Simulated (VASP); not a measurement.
Te2Mo, 3 atoms in the cell. The cell holds a slab with vacuum, 3 atoms: a = 3.615 Å, b = 3.615 Å, c = 17.787 Å, α = 90.00°, β = 90.00°, γ = 120.00°. 

* Program: VASP 6.6.1
* Task: single point
* Functional: r2SCAN
* Potentials or basis: VASP PAW PBE potentials, release 64 (Te, Mo_sv)
* Cutoff: 520 eV
* k mesh: 12 × 12 × 2
* Occupations: gaussian, width 0.02 eV
* Spin: no spin polarisation
* Dipole correction: no
* Further INCAR settings: ALGO = Normal; EDIFF = 1e-06; NBANDS = 20

Potentials or basis: VASP PAW PBE potentials, release 64 (Te, Mo_sv).

Launch:

```sh
$ cat potpaw_PBE.64/Te/POTCAR potpaw_PBE.64/Mo_sv/POTCAR > POTCAR
$ cp INCAR.step1 INCAR
$ mpirun -np 1 vasp_std > vasp.out
$ cp INCAR.step2 INCAR
$ mpirun -np 1 vasp_std > vasp.out
```

Hardware: 1 thread of Intel(R) Xeon(R) Platinum 8259CL CPU @ 2.50GHz (Skylake/Cascade Lake), on a shared host.

**Question.** Estimate the wall time of this run.

**Answer.** Run time: 8.3 min on 1 thread of Intel(R) Xeon(R) Platinum 8259CL CPU @ 2.50GHz (Skylake/Cascade Lake) (shared host), peak memory 0.45 GiB. Counts: k points 38.
